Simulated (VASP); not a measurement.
# Si3N4 (P6_3/m) in VASP: further runs

Runs on Si3N4. Level: PBE. Tasks: single point, relaxation of the atoms.

Everything below comes from runs of VASP 6.6.1. Logs are shortened: lines on timing, memory, paths and dates and some standing lists are left out, and cuts for length are marked.

### Step 1. The cell of the first run

The structure is hexagonal, space group P6_3/m (No. 176). Conventional cell: a = 7.617 Å, b = 7.617 Å, c = 2.913 Å, α = 90.00°, β = 90.00°, γ = 120.00°. Si (site symmetry m) has 4 N at 1.73 to 1.74 Å within 2.3 Å. N (site symmetry -6) has 3 Si at 1.73 Å within 2.3 Å. N (site symmetry m) has 3 Si at 1.74 Å within 2.3 Å.

### Step 2. Single point, PBE

INCAR

```
SYSTEM = Si3N4
  PREC = Accurate
  ENCUT = 520
  EDIFF = 1E-6
  ISMEAR = -1
  SIGMA = 0.02
  LREAL = .FALSE.
  LASPH = .TRUE.
  NELM = 60
  ALGO = Normal
  ISIF = 2
  LWAVE = .FALSE.
  LCHARG = .TRUE.
  GGA = PE
  LELF = .TRUE.
  LVHAR = .TRUE.
  NBANDS = 45
```

KPOINTS

```
regular mesh
0
G
  4 4 9
  0 0 0
```

POSCAR

```
Si3N4
1.0
    7.6170000000      0.0000000000      0.0000000000
   -3.8085000000      6.5965155006      0.0000000000
    0.0000000000      0.0000000000      2.9134000000
Si N
6 8
Direct
    0.1740483634      0.7679428864      0.2500000000
    0.4061054770      0.1740483634      0.7500000000
    0.2320571136      0.4061054770      0.2500000000
    0.8259516366      0.2320571136      0.7500000000
    0.5938945230      0.8259516366      0.2500000000
    0.7679428864      0.5938945230      0.7500000000
    0.3333333333      0.6666666667      0.2500000000
    0.6666666667      0.3333333333      0.7500000000
    0.3297879503      0.0300001252      0.2500000000
    0.2997878252      0.3297879503      0.7500000000
    0.9699998748      0.2997878252      0.2500000000
    0.6702120497      0.9699998748      0.7500000000
    0.7002121748      0.6702120497      0.2500000000
    0.0300001252      0.7002121748      0.7500000000
```

Potentials or basis: VASP PAW PBE potentials, release 64 (Si, N).

On the command line:

```
$ cat potpaw_PBE.64/Si/POTCAR potpaw_PBE.64/N/POTCAR > POTCAR
$ mpirun -np 1 vasp_std > vasp.out
```

OUTCAR:

```text
SYSTEM = Si3N4
   PREC = Accurate
   ENCUT = 520
   EDIFF = 1E-6
   ISMEAR = -1
   LREAL = .FALSE.
   LASPH = .TRUE.
   NELM = 60
   ISIF = 2
   GGA = PE

 ion  position               nearest neighbor table
   1  0.174  0.768  0.250-   7 1.73   9 1.74  14 1.74  14 1.74   3 3.00   5 3.00   2 3.06   2 3.06
                             6 3.06   6 3.06
   2  0.406  0.174  0.750-   8 1.73  10 1.74   9 1.74   9 1.74   6 3.00   4 3.00   1 3.06   1 3.06
                             3 3.06   3 3.06
   3  0.232  0.406  0.250-   7 1.73  11 1.74  10 1.74  10 1.74   5 3.00   1 3.00   2 3.06   2 3.06
                             4 3.06   4 3.06
   4  0.826  0.232  0.750-   8 1.73  12 1.74  11 1.74  11 1.74   6 3.00   2 3.00   5 3.06   5 3.06
                             3 3.06   3 3.06
   5  0.594  0.826  0.250-   7 1.73  13 1.74  12 1.74  12 1.74   3 3.00   1 3.00   4 3.06   4 3.06
                             6 3.06   6 3.06
   6  0.768  0.594  0.750-   8 1.73  14 1.74  13 1.74  13 1.74   2 3.00   4 3.00   5 3.06   5 3.06
                             1 3.06   1 3.06
   7  0.333  0.667  0.250-   1 1.73   5 1.73   3 1.73
   8  0.667  0.333  0.750-   4 1.73   2 1.73   6 1.73
   9  0.330  0.030  0.250-   1 1.74   2 1.74   2 1.74
  10  0.300  0.330  0.750-   2 1.74   3 1.74   3 1.74
  11  0.970  0.300  0.250-   3 1.74   4 1.74   4 1.74
  12  0.670  0.970  0.750-   4 1.74   5 1.74   5 1.74
  13  0.700  0.670  0.250-   5 1.74   6 1.74   6 1.74
  14  0.030  0.700  0.750-   6 1.74   1 1.74   1 1.74

  LATTYP: Found a hexagonal cell.
 ALAT       =     7.6170000000
 C/A-ratio  =     0.3824865433

  Lattice vectors:

 A1 = (   7.6170000000,   0.0000000000,   0.0000000000)
 A2 = (  -3.8085000000,   6.5965155006,   0.0000000000)
 A3 = (   0.0000000000,   0.0000000000,   2.9134000000)

Analysis of symmetry for initial positions (statically):
=====================================================================
 Subroutine PRICEL returns:
 Original cell was already a primitive cell.

 Routine SETGRP: Setting up the symmetry group for a
 hexagonal supercell.

 Subroutine GETGRP returns: Found 12 space group operations
 (whereof  6 operations were pure point group operations)
 out of a pool of 24 trial point group operations.

The static configuration has the point symmetry S_6 .
 The point group associated with its full space group is C_6h.

Analysis of symmetry for dynamics (positions and initial velocities):
=====================================================================
 Subroutine PRICEL returns:
 Original cell was already a primitive cell.

 Routine SETGRP: Setting up the symmetry group for a
 hexagonal supercell.

 Subroutine GETGRP returns: Found 12 space group operations
 (whereof  6 operations were pure point group operations)
 out of a pool of 24 trial point group operations.

The dynamic configuration has the point symmetry S_6 .
 The point group associated with its full space group is C_6h.

 Subroutine INISYM returns: Found 12 space group operations
 (whereof  6 operations are pure point group operations),
 and found     1 'primitive' translations

----------------------------------------------------------------------------------------

                                     Primitive cell

  volume of cell :     146.3857

  direct lattice vectors                    reciprocal lattice vectors
     7.617000000  0.000000000  0.000000000     0.131285283  0.075797593  0.000000000
    -3.808500000  6.596515501  0.000000000     0.000000000  0.151595187  0.000000000
     0.000000000  0.000000000  2.913400000     0.000000000  0.000000000  0.343241573

  length of vectors
     7.617000000  7.617000000  2.913400000     0.151595187  0.151595187  0.343241573

  position of ions in fractional coordinates (direct lattice)
     0.174048363  0.767942886  0.250000000
     0.406105477  0.174048363  0.750000000
     0.232057114  0.406105477  0.250000000
     0.825951637  0.232057114  0.750000000
     0.593894523  0.825951637  0.250000000
     0.767942886  0.593894523  0.750000000
     0.333333333  0.666666667  0.250000000
     0.666666667  0.333333333  0.750000000
     0.329787950  0.030000125  0.250000000
     0.299787825  0.329787950  0.750000000
     0.969999875  0.299787825  0.250000000
     0.670212050  0.969999875  0.750000000
     0.700212175  0.670212050  0.250000000
     0.030000125  0.700212175  0.750000000

  ion indices of the primitive-cell ions
   primitive index   ion index
                 1           1
                 2           2
                 3           3
                 4           4
                 5           5
                 6           6
                 7           7
                 8           8
                 9           9
                10          10
                11          11
                12          12
                13          13
                14          14

[... 75 lines left out ...]
     AMIX_MAG =   1.60;   BMIX_MAG =  1.00
  volume/ion in A,a.u.               =      10.46        70.56
  Fermi-wavevector in a.u.,A,eV,Ry     =   1.242516  2.348014 21.005295  1.543846
  Thomas-Fermi vector in A             =   2.376867
   LORBIT       =      0    0 simple, 1 ext, 2 COOP (PROOUT), +10 PAW based schemes
   GGA     = PE    functional components
   LHFCALC =     F    Hartree Fock is set to
   AEXX    =    0.0000 exact exchange contribution
   IVDW    =     0    specifies the selected vdW correction
   LEPSILON=     F    determine dielectric tensor
   LRPA    =     F    only Hartree local field effects (RPA)
 non-spin polarized calculation
  energy-cutoff  :      520.00
  volume of cell :      146.39
 maximum number of plane-waves:      3971
 NGX is ok and might be reduce to    60
   NGX = 29   NGY = 29   NGZ = 11

 number of electron      63.9999993 magnetization

 Free energy of the ion-electron system (eV)
  ---------------------------------------------------
  ext. energy  EPLUGINS =         0.00000000
  ---------------------------------------------------
  free energy    TOTEN  =      -114.51630618 eV

  energy without entropy =     -114.51630618  energy(sigma->0) =     -114.51630618

 E-fermi :   7.1478     XC(G=0): -10.7834

 val. band max:        6.6886482197   @ k =   0.0000   0.0000   0.2222
 cond. band min:      11.0005639276   @ k =   0.0000   0.0000   0.0000
 fundamental gap:      4.3119157079
 Fermi energy:         7.1477840553

 k-point     1 :       0.0000    0.0000    0.0000
  band No.  band energies     occupation
      1     -11.4727      2.00000
      2     -10.0193      2.00000
      3     -10.0193      2.00000
      4      -9.3803      2.00000
      5      -9.2489      2.00000
      6      -9.2489      2.00000
[... 36 lines left out ...]
     43      15.3839      0.00000
     44      16.2185      0.00000

 k-point     2 :       0.2500    0.0000    0.0000
  band No.  band energies     occupation
      1     -11.3385      2.00000
      2     -10.3569      2.00000
      3     -10.1151      2.00000
      4      -9.7111      2.00000
      5      -9.0396      2.00000
      6      -8.6292      2.00000
[... 36 lines left out ...]
     43      15.1744      0.00000
     44      15.6563      0.00000

 k-point     3 :       0.5000    0.0000    0.0000
  band No.  band energies     occupation
      1     -11.0172      2.00000
      2     -10.8599      2.00000
      3     -10.1874      2.00000
      4      -9.7614      2.00000
      5      -8.8107      2.00000
      6      -8.3346      2.00000
[... 788 lines left out ...]
     43      14.1161      0.00000
     44      14.3334      0.00000

 k-point    20 :       0.2500    0.2500    0.4444
  band No.  band energies     occupation
      1      -9.2131      2.00000
      2      -8.9852      2.00000
      3      -8.6650      2.00000
      4      -8.3884      2.00000
      5      -8.2582      2.00000
      6      -8.1250      2.00000
[... 36 lines left out ...]
     43      14.3329      0.00000
     44      14.4594      0.00000
 [bands above 44 left out]

------------------------ aborting loop because EDIFF is reached ----------------------------------------

  FORCE on cell =-STRESS in cart. coord.  units (eV):
  Direction    XX          YY          ZZ          XY          YZ          ZX
  --------------------------------------------------------------------------------------
  -------------------------------------------------------------------------------------
  Total        3.5381340      3.5381340      3.1203045      0.0000001     -0.0000000      0.0000000
  in kB       38.7245342     38.7245342     34.1514308      0.0000007     -0.0000000      0.0000000
  external PRESSURE =      37.2001664 kB  Pullay stress =       0.0000000 kB

 VOLUME and BASIS-vectors are now :
 -----------------------------------------------------------------------------
  energy-cutoff  :      520.00
  volume of cell :      146.39
      direct lattice vectors                 reciprocal lattice vectors
     7.617000000  0.000000000  0.000000000     0.131285283  0.075797593  0.000000000
    -3.808500000  6.596515501  0.000000000     0.000000000  0.151595187  0.000000000
     0.000000000  0.000000000  2.913400000     0.000000000  0.000000000  0.343241573

 POSITION                                       TOTAL-FORCE (eV/Angst)
 -----------------------------------------------------------------------------------
     -1.59898      5.06575      0.72835         0.001985      0.003396      0.000000
      2.43044      1.14811      2.18505        -0.001948      0.003417      0.000000
      0.22093      2.67888      0.72835        -0.003933      0.000021      0.000000
      5.40748      1.53077      2.18505        -0.001985     -0.003396      0.000000
      1.37806      5.44840      0.72835         0.001948     -0.003417      0.000000
      3.58757      3.91763      2.18505         0.003933     -0.000021      0.000000
     -0.00000      4.39768      0.72835         0.000000      0.000000     -0.000000
      3.80850      2.19884      2.18505         0.000000      0.000000     -0.000000
      2.39774      0.19790      0.72835        -0.002369     -0.003133     -0.000000
      1.02749      2.17545      2.18505         0.001529     -0.003618     -0.000000
      6.24675      1.97756      0.72835         0.003897     -0.000485      0.000000
      1.41076      6.39862      2.18505         0.002369      0.003133      0.000000
      2.78101      4.42106      0.72835        -0.001529      0.003618      0.000000
     -2.43825      4.61896      2.18505        -0.003897      0.000485      0.000000
 -----------------------------------------------------------------------------------
    total drift:                               -0.000000      0.000000      0.000000

  FREE ENERGIE OF THE ION-ELECTRON SYSTEM (eV)
  ---------------------------------------------------
  free  energy   TOTEN  =      -114.5163061846 eV

  energy  without entropy=     -114.5163061846  energy(sigma->0) =     -114.51630618
```

It took 4.3 min on 1 thread of Intel Xeon 8259CL, shared host; peak memory 0.32 GiB.

What came out:

- Free energy: -114.5163 eV
- Pressure: 3.7 GPa
- Largest force: 0.004 eV/Å
- Band gap on the k mesh: 4.31 eV (least direct gap 4.49 eV)

Forces on the atoms (eV/Å):
```
Si   0.002  0.003  0.000
Si  -0.002  0.003  0.000
Si  -0.004  0.000  0.000
Si  -0.002 -0.003  0.000
Si   0.002 -0.003  0.000
Si   0.004  0.000  0.000
N    0.000  0.000  0.000
N    0.000  0.000  0.000
N   -0.002 -0.003  0.000
N    0.002 -0.004  0.000
N    0.004  0.000  0.000
N    0.002  0.003  0.000
N   -0.002  0.004  0.000
N   -0.004  0.000  0.000
```

Levels at points of the mesh, in eV from the valence-band top:
| k point | band 28 | band 29 | band 30 | band 31 | band 32 | band 33 | band 34 | band 35 | band 36 | band 37 |
| --- | --- | --- | --- | --- | --- | --- | --- | --- | --- | --- |
| (0.00, 0.00, 0.00) | -1.26 | -1.26 | -0.44 | -0.36 | -0.18 | 4.31 | 4.74 | 4.88 | 4.88 | 5.21 |
| (0.50, 0.00, 0.00) | -1.65 | -1.33 | -0.75 | -0.31 | -0.24 | 4.62 | 4.70 | 4.86 | 5.27 | 5.81 |

Caveat: the cell stands under pressure; an odd mesh through Γ misses points on the zone boundary, where band edges can lie.

### Step 3. Single point, PBE

INCAR

```
  ALGO = Normal
  EDIFF = 1E-7
  ENCUT = 520
  GGA = PE
  ISIF = 2
  ISMEAR = -1
  LASPH = T
  LCHARG = T
  LELF = T
  LREAL = F
  LVHAR = T
  LWAVE = F
  NBANDS = 45
  NELM = 80
  PREC = Accurate
  SIGMA = 0.02
```

KPOINTS

```
k-points
0
Gamma
  4 4 9
```

POSCAR

```
Si3N4
1.0
    7.6170000000      0.0000000000      0.0000000000
   -3.8085000000      6.5965155006      0.0000000000
    0.0000000000      0.0000000000      2.9134000000
Si N
6 8
Direct
    0.1740483648      0.7679428879      0.2500000000
    0.4061054770      0.1740483648      0.7500000000
    0.2320571121      0.4061054770      0.2500000000
    0.8259516352      0.2320571121      0.7500000000
    0.5938945230      0.8259516352      0.2500000000
    0.7679428879      0.5938945230      0.7500000000
    0.3333333333      0.6666666667      0.2500000000
    0.6666666667      0.3333333333      0.7500000000
    0.3297879504      0.0300001268      0.2500000000
    0.2997878236      0.3297879504      0.7500000000
    0.9699998732      0.2997878236      0.2500000000
    0.6702120496      0.9699998732      0.7500000000
    0.7002121764      0.6702120496      0.2500000000
    0.0300001268      0.7002121764      0.7500000000
```

Potentials or basis: VASP PAW PBE potentials, release 64 (Si, N).

On the command line:

```
$ cat potpaw_PBE.64/Si/POTCAR potpaw_PBE.64/N/POTCAR > POTCAR
$ mpirun -np 1 vasp_std > vasp.out
```

It took 3.3 min on 1 thread of Intel Xeon 8259CL, shared host; peak memory 0.31 GiB.

Results (log left out):

```
Free energy            : -114.5163 eV
Pressure               : 3.7 GPa
Largest force          : 0.004 eV/Å
Band gap on the k mesh : 4.31 eV (least direct gap 4.49 eV)
```

Forces on the atoms (eV/Å):
```
Si   0.002  0.003  0.000
Si  -0.002  0.003  0.000
Si  -0.004  0.000  0.000
Si  -0.002 -0.003  0.000
Si   0.002 -0.003  0.000
Si   0.004  0.000  0.000
N    0.000  0.000  0.000
N    0.000  0.000  0.000
N   -0.002 -0.003  0.000
N    0.002 -0.004  0.000
N    0.004  0.000  0.000
N    0.002  0.003  0.000
N   -0.002  0.004  0.000
N   -0.004  0.000  0.000
```

Stress tensor (GPa, compression positive):
```
3.88 0.00 0.00
0.00 3.88 0.00
0.00 0.00 3.42
```

Levels at points of the mesh, in eV from the valence-band top:
| k point | band 30 | band 31 | band 32 | band 33 | band 34 | band 35 |
| --- | --- | --- | --- | --- | --- | --- |
| (0.00, 0.00, 0.00) | -0.44 | -0.36 | -0.18 | 4.31 | 4.74 | 4.88 |
| (0.50, 0.00, 0.00) | -0.75 | -0.31 | -0.24 | 4.62 | 4.70 | 4.86 |

Caveat: the cell stands under pressure; an odd mesh through Γ misses points on the zone boundary, where band edges can lie.

### Step 4. Relaxation of the atoms, PBE

INCAR

```
ALGO = Normal
EDIFF = 1E-7
EDIFFG = -0.02
ENCUT = 520
GGA = PE
IBRION = 2
ISIF = 2
ISMEAR = -1
LASPH = True
LCHARG = False
LREAL = False
LWAVE = False
NELM = 100
NSW = 80
PREC = Accurate
SIGMA = 0.02
```

KPOINTS is that of step 3.

POSCAR

```
Si3N4
1.0
    7.6170000000      0.0000000000      0.0000000000
   -3.8085000000      6.5965155006      0.0000000000
    0.0000000000      0.0000000000      2.9134000000
Si N
6 8
Direct
    0.1784000000      0.7749000000      0.2500000000
    0.4035000000      0.1784000000      0.7500000000
    0.2251000000      0.4035000000      0.2500000000
    0.8216000000      0.2251000000      0.7500000000
    0.5965000000      0.8216000000      0.2500000000
    0.7749000000      0.5965000000      0.7500000000
    0.3333333333      0.6666666667      0.2500000000
    0.6666666667      0.3333333333      0.7500000000
    0.3359000000      0.0328000000      0.2500000000
    0.3031000000      0.3359000000      0.7500000000
    0.9672000000      0.3031000000      0.2500000000
    0.6641000000      0.9672000000      0.7500000000
    0.6969000000      0.6641000000      0.2500000000
    0.0328000000      0.6969000000      0.7500000000
```

On the command line:

```
$ cat potpaw_PBE.64/Si/POTCAR potpaw_PBE.64/N/POTCAR > POTCAR
$ mpirun -np 1 vasp_std > vasp.out
```

Wall time 22 min (1 thread of Oxide Virtual Turin-like, shared host); peak memory 0.29 GiB.

The run converged. Its results:

- Free energy: -114.5162 eV
- Energy gained by relaxing: 12.4 meV/atom
- Ionic steps: 9
- Pressure after relaxing: 3.8 GPa
- Largest force after relaxing: 0.017 eV/Å
- Band gap on the k mesh: 4.31 eV (least direct gap 4.49 eV)

Forces in eV/Å, atoms in the order of the input:
```
Si   0.014 -0.004  0.000
Si   0.010  0.010  0.000
Si  -0.003  0.014  0.000
Si  -0.014  0.004  0.000
Si  -0.010 -0.010  0.000
Si   0.003 -0.014  0.000
N    0.000  0.000  0.000
N    0.000  0.000  0.000
N   -0.001 -0.017  0.000
N    0.014 -0.009  0.000
N    0.015  0.008  0.000
N    0.001  0.017  0.000
N   -0.014  0.009  0.000
N   -0.015 -0.008  0.000
```

Stress tensor (GPa, compression positive):
```
3.89 0.00 0.00
0.00 3.89 0.00
0.00 0.00 3.51
```

The path:
```tsv
step	energy change (eV)	largest force (eV/Å)	pressure (GPa)
1	0.0000	1.1744	4.13
2	0.0287	1.6063	4.67
3	-0.1307	0.3115	4.18
4	-0.1581	0.1565	4.10
5	-0.1673	0.0649	4.03
6	-0.1692	0.0570	3.98
7	-0.1720	0.0922	3.82
8	-0.1729	0.0335	3.79
9	-0.1731	0.0167	3.76
```

Final structure:
```xyz
14
Lattice="7.6170 0.0000 0.0000 -3.8085 6.5965 0.0000 0.0000 0.0000 2.9134" Properties=species:S:1:pos:R:3 pbc="T T T"
Si   -1.5983    5.0679    0.7284
Si    2.4289    1.1498    2.1851
Si    0.2187    2.6784    0.7284
Si    5.4068    1.5286    2.1851
Si    1.3796    5.4467    0.7284
Si    3.5898    3.9181    2.1851
N     0.0000    4.3977    0.7284
N     3.8085    2.1988    2.1851
N     2.3969    0.2000    0.7284
N     1.0253    2.1758    2.1851
N     6.2453    1.9758    0.7284
N     1.4116    6.3965    2.1851
N     2.7832    4.4207    0.7284
N    -2.4368    4.6207    2.1851
```

Levels at points of the mesh, in eV from the valence-band top:
```tsv
k point	band 29	band 30	band 31	band 32	band 33	band 34	band 35	band 36
(0.00, 0.00, 0.00)	-1.26	-0.44	-0.37	-0.18	4.31	4.74	4.88	4.88
(0.50, 0.00, 0.00)	-1.33	-0.75	-0.31	-0.23	4.61	4.70	4.86	5.27
```

Caveat: an odd mesh through Γ misses points on the zone boundary, where band edges can lie.
